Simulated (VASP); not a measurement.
A run of VASP 6.6.1 is set up as follows.

File INCAR:

```
ALGO = Normal
EDIFF = 1E-8
ENCUT = 520
GGA = PS
GGA_COMPAT = False
ISIF = 2
ISMEAR = -1
LASPH = True
LCHARG = False
LEFG = True
LORBIT = 11
LORBMOM = True
LREAL = False
LSORBIT = True
LWAVE = False
MAGMOM = 0 0 0
NBANDS = 16
NELM = 150
PREC = Accurate
SIGMA = 0.05
```

KPOINTS

```
k-points
0
Gamma
  12 12 12
```

Contents of POSCAR:

```
Sb
1.0
    3.0833436100      0.0000000000      0.0000000000
    0.0000000000      3.0833436100      0.0000000000
    0.0000000000      0.0000000000      3.0833436100
Sb
1
Direct
    0.0000000000      0.0000000000      0.0000000000
```

Potentials or basis: VASP PAW PBE potentials, release 64 (Sb).

Launch:

```sh
$ cat potpaw_PBE.64/Sb/POTCAR > POTCAR
$ mpirun -np 1 vasp_ncl > vasp.out
```

(1) What does it give for the net moment?

(2) Estimate the pressure.

## Answers

(1) 0.00 μB per cell.

(2) -1.1 GPa.

Caveat: without QUAD_EFG the Cq values of the log hold for a quadrupole moment of 1 mb, not for the nuclei; the PAW data sets were made with another functional, which shifts forces and pressure a little.
